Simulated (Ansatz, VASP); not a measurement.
## One calculation of SbP, two programs

```xyz
2
Lattice="0.0000 2.5298 2.5298 2.5298 0.0000 2.5298 2.5298 2.5298 0.0000" Properties=species:S:1:pos:R:3 pbc="T T T"
Sb    0.0000    0.0000    0.0000
P     2.5298    2.5298    2.5298
```

Alike in both runs: task relaxation of cell and atoms; functional PBE; k mesh 11 × 11 × 11; occupations fermi-dirac, width 0.05 eV; no spin polarisation.

|  | VASP | Ansatz |
| --- | --- | --- |
| version | VASP 6.6.1 | Ansatz 0.2.0 |
| potentials or method | VASP PAW PBE potentials, release 64 (Sb, P) | PAW with Ansatz's default frozen-core files, scalar-relativistic |
| plane-wave cutoff (eV) | 600 | 420 |
| valence electrons in the cell | 10 | 20 |

```csv
,VASP,Ansatz,Ansatz less VASP
relaxed volume (Å³/atom),22.34,22.37,+0.032
relaxed cell length with the largest relative difference (Å),3.983,3.985,+0.0019
```

VASP's potentials hold 10 valence electrons a cell and Ansatz's 20, so a difference there can come from the potentials and not from the codes.

Neither program's run includes spin-orbit coupling. Noted on VASP's run: the volume moved by over 15 % at a fixed basis, so the end points are rough.
